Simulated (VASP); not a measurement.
Ti7C8 (a cell with a defect): single point with PBE

System: Ti7C8 (a cell with a defect).

```
C Ti
1.0
     0.00000    4.31860    4.31860
     4.31860    0.00000    4.31860
     4.31860    4.31860    0.00000
C Ti
8 7
Direct
  0.25000 0.25000 0.25000
  0.25552 0.25552 0.74448
  0.25552 0.74448 0.25552
  0.25552 0.74448 0.74448
  0.74448 0.25552 0.25552
  0.74448 0.25552 0.74448
  0.74448 0.74448 0.25552
  0.75000 0.75000 0.75000
  0.00000 0.00000 0.50000
  0.00000 0.50000 0.00000
  0.00000 0.50000 0.50000
  0.50000 0.00000 0.00000
  0.50000 0.00000 0.50000
  0.50000 0.50000 0.00000
  0.50000 0.50000 0.50000
```

- Program: VASP 6.6.1
- Task: single point
- Functional: PBE
- Potentials or basis: VASP PAW PBE potentials, release 64 (C, Ti_sv)
- Cutoff: 520 eV
- k mesh: 3 × 3 × 3
- Occupations: fermi-dirac, width 0.15 eV
- Spin: no spin polarisation
- Dipole correction: no
- Further INCAR settings: ALGO = Normal; EDIFF = 1e-06; NBANDS = 71

The pressure is 0.7 GPa. The largest force is 0.010 eV/Å. The band gap on the k mesh is zero (bands 58 and 59 overlap by 0.80 eV).

Forces in eV/Å, atoms in the order of the input:
```
C    0.000  0.000  0.000
C    0.000  0.000 -0.010
C    0.000 -0.010  0.000
C    0.010  0.000  0.000
C   -0.010  0.000  0.000
C    0.000  0.010  0.000
C    0.000  0.000  0.010
C    0.000  0.000  0.000
Ti   0.000  0.000  0.000
Ti   0.000  0.000  0.000
Ti   0.000  0.000  0.000
Ti   0.000  0.000  0.000
Ti   0.000  0.000  0.000
Ti   0.000  0.000  0.000
Ti   0.000  0.000  0.000
```

Levels at points of the mesh, in eV from the Fermi level:
| k point | band 54 | band 55 | band 56 | band 57 | band 58 | band 59 | band 60 | band 61 |
| --- | --- | --- | --- | --- | --- | --- | --- | --- |
| (0.00, 0.00, 0.00) | -0.63 | 0.41 | 0.41 | 0.41 | 0.52 | 0.52 | 0.52 | 1.62 |

It took 85 s on 1 thread of AMD EPYC 7R13 Processor (Zen 3), with other jobs on the host, peak memory 0.28 GiB.

Caveat: the k points lie up to 0.42 Å⁻¹ apart, too coarse for converged energies and pressures of a metal.
